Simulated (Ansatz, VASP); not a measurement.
## MoI in VASP and in Ansatz

```
Mo I
1.0
     0.00000    3.17885    3.17885
     3.17885    0.00000    3.17885
     3.17885    3.17885    0.00000
Mo I
1 1
Direct
  0.00000 0.00000 0.00000
  0.75000 0.75000 0.75000
```

Alike in both runs: task relaxation of cell and atoms; functional PBE; k mesh 7 × 7 × 7; occupations fermi-dirac, width 0.05 eV; no spin polarisation; Hubbard terms Mo d U = 4 eV.

|  | VASP | Ansatz |
| --- | --- | --- |
| version | VASP 6.6.1 | Ansatz 0.2.0 |
| potentials or method | VASP PAW PBE potentials, release 64 (Mo_sv, I) | Ansatz PAW |
| plane-wave cutoff (eV) | 600 | 420 |
| valence electrons in the cell | 21 | 31 |

```tsv
	VASP	Ansatz	Ansatz less VASP
gap on the k mesh at the Fermi level, each at its own relaxed structure (eV)	none	none	-
relaxed volume (Å³/atom)	30.66	30.59	-0.073
relaxed cell length with the largest relative difference (Å)	4.426	4.423	-0.0035
```

The programs project onto different local orbitals, so the same U acts differently, and such runs can settle in different states. A gap of «none» marks a metal or a gap that the smearing closes. VASP's potentials hold 21 valence electrons a cell and Ansatz's 31, so a difference there can come from the potentials and not from the codes.

Neither program's run includes spin-orbit coupling. Noted on Ansatz's run: the plane-wave basis is chosen anew once the cell has moved, so the energies of steps on either side of that aren't comparable.
